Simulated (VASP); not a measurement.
# K (Im-3m) in VASP: notebook

The runs below take K through single point, with r2SCAN.

Everything below comes from runs of VASP 6.6.1. Logs are shortened: lines on timing, memory, paths and dates and some standing lists are left out, and cuts for length are marked.

## Step 1: The cell of the first run

Symmetry: Im-3m, No. 229, cubic system. Conventional cell: a = 5.340 Å, b = 5.340 Å, c = 5.340 Å, α = 90.00°, β = 90.00°, γ = 90.00°.

## Step 2: Single point, r2SCAN

POSCAR reads:

```
K
1.0
   -2.6699463634      2.6699463634      2.6699463634
    2.6699463634     -2.6699463634      2.6699463634
    2.6699463634      2.6699463634     -2.6699463634
K
1
Direct
    0.0000000000      0.0000000000      0.0000000000
```

INCAR.step1 reads:

```
SYSTEM = K
ALGO = Normal
EDIFF = 1E-4
ENCUT = 520
GGA = PE
ISMEAR = 1
LASPH = .True.
LCHARG = .False.
LREAL = .False.
LWAVE = .True.
NBANDS = 10
NELM = 100
PREC = Accurate
SIGMA = 1.0
```

INCAR.step2 reads:

```
SYSTEM = K
ALGO = Normal
EDIFF = 1E-7
ENCUT = 520
ISIF = 2
ISMEAR = 1
ISTART = 1
LASPH = .True.
LCHARG = .False.
LMIXTAU = .True.
LREAL = .False.
LWAVE = .False.
METAGGA = R2SCAN
NBANDS = 10
NELM = 100
PREC = Accurate
SIGMA = 1.0
```

KPOINTS reads:

```
k-points
0
Gamma
  8 8 8
  0 0 0
```

Potentials or basis: VASP PAW PBE potentials, release 64 (K_sv).

Launch:

```bash
cat potpaw_PBE.64/K_sv/POTCAR > POTCAR
cp INCAR.step1 INCAR
mpirun -np 1 vasp_std > vasp.out
cp INCAR.step2 INCAR
mpirun -np 1 vasp_std > vasp.out
```

OUTCAR:

```text
SYSTEM = K
   EDIFF = 1E-7
   ENCUT = 520
   ISIF = 2
   ISMEAR = 1
   ISTART = 1
   LASPH = .True.
   LREAL = .False.
   METAGGA = R2SCAN
   NELM = 100
   PREC = Accurate

 ion  position               nearest neighbor table
   1  0.000  0.000  0.000-

  LATTYP: Found a body centered cubic cell.
 ALAT       =     5.3398927268

  Lattice vectors:

 A1 = (  -2.6699463634,   2.6699463634,   2.6699463634)
 A2 = (   2.6699463634,  -2.6699463634,   2.6699463634)
 A3 = (   2.6699463634,   2.6699463634,  -2.6699463634)

Analysis of symmetry for initial positions (statically):
=====================================================================
 Subroutine PRICEL returns:
 Original cell was already a primitive cell.

 Routine SETGRP: Setting up the symmetry group for a
 body centered cubic supercell.

 Subroutine GETGRP returns: Found 48 space group operations
 (whereof 48 operations were pure point group operations)
 out of a pool of 48 trial point group operations.

The static configuration has the point symmetry O_h .

Analysis of symmetry for dynamics (positions and initial velocities):
=====================================================================
 Subroutine PRICEL returns:
 Original cell was already a primitive cell.

 Routine SETGRP: Setting up the symmetry group for a
 body centered cubic supercell.

 Subroutine GETGRP returns: Found 48 space group operations
 (whereof 48 operations were pure point group operations)
 out of a pool of 48 trial point group operations.

The dynamic configuration has the point symmetry O_h .

 Subroutine INISYM returns: Found 48 space group operations
 (whereof 48 operations are pure point group operations),
 and found     1 'primitive' translations

----------------------------------------------------------------------------------------

                                     Primitive cell

  volume of cell :      76.1321

  direct lattice vectors                    reciprocal lattice vectors
    -2.669946363  2.669946363  2.669946363     0.000000000  0.187269680  0.187269680
     2.669946363 -2.669946363  2.669946363     0.187269680  0.000000000  0.187269680
     2.669946363  2.669946363 -2.669946363     0.187269680  0.187269680  0.000000000

  length of vectors
     4.624482755  4.624482755  4.624482755     0.264839321  0.264839321  0.264839321

  position of ions in fractional coordinates (direct lattice)
     0.000000000  0.000000000  0.000000000

  ion indices of the primitive-cell ions
   primitive index   ion index
                 1           1

----------------------------------------------------------------------------------------

 KPOINTS: k-points

Automatic generation of k-mesh.
 Grid dimensions read from file:
 generate k-points for:    8    8    8

 Generating k-lattice:

  Cartesian coordinates                     Fractional coordinates (reciprocal lattice)
     0.000000000  0.023408710  0.023408710     0.125000000  0.000000000  0.000000000
     0.023408710  0.000000000  0.023408710     0.000000000  0.125000000  0.000000000
     0.023408710  0.023408710  0.000000000     0.000000000  0.000000000  0.125000000

  Length of vectors
     0.033104915  0.033104915  0.033104915

  Shift w.r.t. Gamma in fractional coordinates (k-lattice)
     0.000000000  0.000000000  0.000000000

 Subroutine IBZKPT returns following result:
 ===========================================

 Found     29 irreducible k-points:

 Following reciprocal coordinates:
            Coordinates               Weight
  0.000000  0.000000  0.000000      1.000000
  0.125000  0.000000  0.000000     12.000000
  0.250000  0.000000  0.000000     12.000000
  0.375000  0.000000  0.000000     12.000000
  0.500000  0.000000  0.000000      6.000000
  0.125000  0.125000  0.000000     24.000000
[... 16 lines left out ...]
 -0.250000  0.250000  0.250000      6.000000
 -0.375000  0.375000  0.250000     24.000000
 [... further k-points ...]
   k-points           NKPTS =     29   k-points in BZ     NKDIM =     29   number of bands    NBANDS=     10
   number of dos      NEDOS =    301   number of ions     NIONS =      1
   total plane-waves  NPLWV =  46656
   dimension x,y,z NGX =    36 NGY =   36 NGZ =   36
   dimension x,y,z NGXF=    72 NGYF=   72 NGZF=   72
   ions per type =               1
   NGX,Y,Z   is equivalent  to a cutoff of  12.94, 12.94, 12.94 a.u.
   NGXF,Y,Z  is equivalent  to a cutoff of  25.88, 25.88, 25.88 a.u.
 SYSTEM =  K
   PREC   = accura    normal or accurate (medium, high low for compatibility)
   ISTART =      1    job   : 0-new  1-cont  2-samecut
   ICHARG =      0    charge: 1-file 2-atom 10-const
   ISPIN  =      1    spin polarized calculation?
   LNONCOLLINEAR =      F non collinear calculations
   LSORBIT =      F    spin-orbit coupling
   LASPH  =      T    aspherical Exc in radial PAW
   ENCUT  =  520.0 eV  38.22 Ry    6.18 a.u.   8.60  8.60  8.60*2*pi/ulx,y,z
   NELM   =    100;   NELMIN=  2; NELMDL=  0     # of ELM steps
   EDIFF  = 0.1E-06   stopping-criterion for ELM
   LREAL  =      F    real-space projection
   EDIFFG = 0.1E-05   stopping-criterion for IOM
   NSW    =      0    number of steps for IOM
   IBRION =     -1    ionic relax: 0-MD 1-quasi-New 2-CG
   NFREE  =      0    steps in history (QN), initial steepest desc. (CG)
   ISIF   =      2    stress and relaxation
   ISYM   =      2    0-nonsym 1-usesym 2-fastsym
   POTIM  = 0.5000    time-step for ionic-motion
   TEBEG  =    0.0;   TEEND  =   0.0 temperature during run
   PSTRESS=    0.0 pullay stress
   NELECT =       9.0000    total number of electrons
   NUPDOWN=      -1.0000    fix difference up-down
   EMIN   =  10.00;   EMAX   =-10.00  energy-range for DOS
   EFERMI =   0.00;   METHOD = LEGACY
   ISMEAR =     1;   SIGMA  =   1.00  broadening in eV -4-tet -1-fermi 0-gaus
   EFERMI_NEDOS =   21; number of points for ismear=-14 and -15
   IALGO  =     38    algorithm
   IMIX   =      4    mixing-type and parameters
     AMIX     =   0.40;   BMIX     =  1.00
     AMIX_MAG =   1.60;   BMIX_MAG =  1.00
  volume/ion in A,a.u.               =      76.13       513.76
  Fermi-wavevector in a.u.,A,eV,Ry     =   0.803464  1.518327  8.783303  0.645555
  Thomas-Fermi vector in A             =   1.911336
   LORBIT       =      0    0 simple, 1 ext, 2 COOP (PROOUT), +10 PAW based schemes
   METAGGA = R2SCAN    functional components
   LHFCALC =     F    Hartree Fock is set to
   AEXX    =    0.0000 exact exchange contribution
   IVDW    =     0    specifies the selected vdW correction
   LEPSILON=     F    determine dielectric tensor
   LRPA    =     F    only Hartree local field effects (RPA)
 non-spin polarized calculation
 Methfessel and Paxton  Order N= 1 SIGMA  =   1.00
  energy-cutoff  :      520.00
  volume of cell :       76.13
 maximum number of plane-waves:      2093
 NGX is ok and might be reduce to    36
   NGX = 17   NGY = 17   NGZ = 17

 number of electron       9.0000001 magnetization

 Free energy of the ion-electron system (eV)
  ---------------------------------------------------
  ext. energy  EPLUGINS =         0.00000000
  ---------------------------------------------------
  free energy    TOTEN  =        -6.00950756 eV

  energy without entropy =       -6.01508624  energy(sigma->0) =       -6.01136712

 E-fermi :  -0.1315     XC(G=0):  -5.8215

 val. band max:       -0.1815379391   @ k =   0.2500   0.2500   0.0000
 cond. band min:      -0.0307219995   @ k =  -0.3750   0.3750   0.2500
 fundamental gap:      0.1508159397
 Fermi energy:        -0.1314521620

 k-point     1 :       0.0000    0.0000    0.0000
  band No.  band energies     occupation
      1     -33.8198      2.00000
      2     -16.4930      2.00000
      3     -16.4930      2.00000
      4     -16.4930      2.00000
      5      -2.3945      2.00625
      6       4.5771     -0.00000
      7       4.5771     -0.00000
      8       4.5771     -0.00000
      9       5.5195     -0.00000
     10       5.5195     -0.00000

 k-point     2 :       0.1250    0.0000    0.0000
  band No.  band energies     occupation
      1     -33.8193      2.00000
      2     -16.5021      2.00000
      3     -16.4959      2.00000
      4     -16.4929      2.00000
      5      -2.1938      2.01301
      6       4.1858     -0.00000
      7       4.3128     -0.00000
      8       4.7332     -0.00000
      9       5.2670     -0.00000
     10       5.4598     -0.00000

 k-point     3 :       0.2500    0.0000    0.0000
  band No.  band energies     occupation
      1     -33.8180      2.00000
      2     -16.5239      2.00000
      3     -16.5031      2.00000
      4     -16.4929      2.00000
      5      -1.6099      2.05720
      6       3.0346     -0.00007
      7       3.8314     -0.00000
      8       5.1924     -0.00000
      9       5.3342     -0.00000
     10       5.4333     -0.00000

 k-point     4 :       0.3750    0.0000    0.0000
  band No.  band energies     occupation
      1     -33.8167      2.00000
      2     -16.5455      2.00000
      3     -16.5104      2.00000
      4     -16.4929      2.00000
      5      -0.6970      1.80795
      6       1.7361     -0.02395
      7       3.4661     -0.00000
      8       5.3356     -0.00000
      9       5.6250     -0.00000
     10       5.9279     -0.00000
[... 222 lines left out ...]
 k-point    22 :       0.2500    0.2500    0.2500
  band No.  band energies     occupation
      1     -33.8160      2.00000
      2     -16.5228      2.00000
      3     -16.5228      2.00000
      4     -16.5228      2.00000
      5       1.3884     -0.05351
      6       1.3884     -0.05351
      7       1.3884     -0.05351
      8       3.4191     -0.00001
      9       6.1632     -0.00000
     10       6.1632     -0.00000

 k-point    23 :      -0.2500    0.2500    0.2500
  band No.  band energies     occupation
      1     -33.8164      2.00000
      2     -16.5248      2.00000
      3     -16.5142      2.00000
      4     -16.5142      2.00000
      5      -0.8749      1.94823
      6       2.9504     -0.00012
      7       3.6727     -0.00000
      8       3.6727     -0.00000
      9       5.4148     -0.00000
     10       5.4640     -0.00000

 k-point    24 :      -0.3750    0.3750    0.2500
  band No.  band energies     occupation
      1     -33.8152      2.00000
      2     -16.5386      2.00000
      3     -16.5219      2.00000
      4     -16.5157      2.00000
      5      -0.0307      0.83046
      6       2.0788     -0.00765
      7       3.5123     -0.00000
      8       3.5707     -0.00000
      9       4.8894     -0.00000
     10       6.0059     -0.00000

 [... further k-points ...]

------------------------ aborting loop because EDIFF is reached ----------------------------------------

  FORCE on cell =-STRESS in cart. coord.  units (eV):
  Direction    XX          YY          ZZ          XY          YZ          ZX
  --------------------------------------------------------------------------------------
  -------------------------------------------------------------------------------------
  Total        0.0047214      0.0047214      0.0047214     -0.0000000     -0.0000000      0.0000000
  in kB        0.0993613      0.0993613      0.0993613     -0.0000000     -0.0000000      0.0000000
  external PRESSURE =       0.0993613 kB  Pullay stress =       0.0000000 kB

 VOLUME and BASIS-vectors are now :
 -----------------------------------------------------------------------------
  energy-cutoff  :      520.00
  volume of cell :       76.13
      direct lattice vectors                 reciprocal lattice vectors
    -2.669946363  2.669946363  2.669946363     0.000000000  0.187269680  0.187269680
     2.669946363 -2.669946363  2.669946363     0.187269680  0.000000000  0.187269680
     2.669946363  2.669946363 -2.669946363     0.187269680  0.187269680  0.000000000

 POSITION                                       TOTAL-FORCE (eV/Angst)
 -----------------------------------------------------------------------------------
      0.00000      0.00000      0.00000        -0.000000      0.000000     -0.000000
 -----------------------------------------------------------------------------------
    total drift:                               -0.000000      0.000000      0.000000

  FREE ENERGIE OF THE ION-ELECTRON SYSTEM (eV)
  ---------------------------------------------------
  free  energy   TOTEN  =        -6.0095075637 eV

  energy  without entropy=       -6.0150862382  energy(sigma->0) =       -6.01136712
```

Run time: 62 s. Hardware: 1 thread of Intel Xeon Platinum 8559C (Emerald Rapids), shared host; peak memory 0.21 GiB.

What came out:

```yaml
Free_energy: -6.0095 eV
Pressure: 0.0 GPa
Band_gap_on_the_k_mesh: zero (an odd number of electrons rules out a gap without spin polarisation)
```

Levels at points of the mesh, in eV from the Fermi level:
```
           k point  band 1  band 2  band 3  band 4  band 5  band 6  band 7  band 8  band 9
(0.00, 0.00, 0.00)  -33.69  -16.36  -16.36  -16.36   -2.26    4.71    4.71    4.71    5.65
(0.50, 0.00, 0.00)  -33.68  -16.42  -16.38  -16.36    0.56    0.61    3.47    5.35    6.21
(0.50, 0.50, 0.50)  -33.68  -16.41  -16.41  -16.41    1.79    1.79    3.67    3.67    3.67
```

Caveat: so wide a smearing shifts energies and pressures; the PAW data sets were made with another functional, which shifts forces and pressure a little.

## Step 3: Single point, r2SCAN

POSCAR is that of step 2.

INCAR.step1, as its differences from that of step 2:

```diff
@@ -13,2 +13,2 @@
 PREC = Accurate
-SIGMA = 1.0
+SIGMA = 0.03
```

INCAR.step2, as its differences from that of step 2:

```diff
@@ -2,3 +2,3 @@
 ALGO = Normal
-EDIFF = 1E-7
+EDIFF = 1E-6
 ENCUT = 520
@@ -16,2 +16,2 @@
 PREC = Accurate
-SIGMA = 1.0
+SIGMA = 0.03
```

KPOINTS is that of step 2.

Potentials or basis: VASP PAW PBE potentials, release 64 (K_sv).

Launch:

```bash
cat potpaw_PBE.64/K_sv/POTCAR > POTCAR
cp INCAR.step1 INCAR
mpirun -np 1 vasp_std > vasp.out
cp INCAR.step2 INCAR
mpirun -np 1 vasp_std > vasp.out
```

It took 43 s on 1 thread of Intel Xeon Platinum 8559C (Emerald Rapids), shared host; peak memory 0.21 GiB.

The run converged. Its results:

```
Free energy            : -6.0046 eV
Pressure               : 0.0 GPa
Band gap on the k mesh : zero (an odd number of electrons rules out a gap without spin polarisation)
```

Levels at points of the mesh, in eV from the Fermi level:
```csv
k point,band 1,band 2,band 3,band 4,band 5,band 6,band 7,band 8,band 9
"(0.00, 0.00, 0.00)",-33.78,-16.45,-16.45,-16.45,-2.35,4.62,4.62,4.62,5.56
"(0.50, 0.00, 0.00)",-33.77,-16.51,-16.47,-16.45,0.47,0.52,3.38,5.26,6.11
"(0.50, 0.50, 0.50)",-33.77,-16.49,-16.49,-16.49,1.70,1.70,3.58,3.58,3.58
```

Caveat: the PAW data sets were made with another functional, which shifts forces and pressure a little.

## Step 4: Single point, r2SCAN

POSCAR is that of step 3.

INCAR.step1 reads:

```
SYSTEM = K
PREC = Accurate
ENCUT = 520
ISMEAR = 1
SIGMA = 0.1
LREAL = .FALSE.
LASPH = .TRUE.
NELM = 60
NBANDS = 10
GGA = PE
ALGO = Normal
EDIFF = 1E-4
LWAVE = .TRUE.
LCHARG = .FALSE.
```

INCAR.step2 reads:

```
SYSTEM = K
PREC = Accurate
ENCUT = 520
EDIFF = 1E-6
ISMEAR = 1
SIGMA = 0.1
LREAL = .FALSE.
LASPH = .TRUE.
NELM = 60
ALGO = Normal
ISIF = 2
LWAVE = .FALSE.
LCHARG = .TRUE.
METAGGA = R2SCAN
LMIXTAU = .TRUE.
LELF = .TRUE.
LVHAR = .TRUE.
NBANDS = 10
ISTART = 1
```

KPOINTS reads:

```
Automatic mesh
0
G
  8 8 8
  0 0 0
```

Launch:

```bash
cat potpaw_PBE.64/K_sv/POTCAR > POTCAR
cp INCAR.step1 INCAR
mpirun -np 1 vasp_std > vasp.out
cp INCAR.step2 INCAR
mpirun -np 1 vasp_std > vasp.out
```

Wall time 43 s (1 thread of Intel Xeon Platinum 8559C (Emerald Rapids), shared host); peak memory 0.21 GiB.

The run converged. Its results:

```yaml
Free_energy: -6.0050 eV
Pressure: 0.0 GPa
Band_gap_on_the_k_mesh: zero (an odd number of electrons rules out a gap without spin polarisation)
```

Levels at points of the mesh, in eV from the Fermi level:
```tsv
k point	band 2	band 3	band 4	band 5	band 6	band 7
(0.00, 0.00, 0.00)	-16.41	-16.41	-16.41	-2.31	4.66	4.66
(0.50, 0.00, 0.00)	-16.47	-16.43	-16.41	0.51	0.56	3.42
(0.50, 0.50, 0.50)	-16.45	-16.45	-16.45	1.74	1.74	3.62
```

Caveat: the PAW data sets were made with another functional, which shifts forces and pressure a little.

(Continued in part 2 of 2.)

The gap in the log of VASP goes by the Fermi energy; the results here count the filled bands.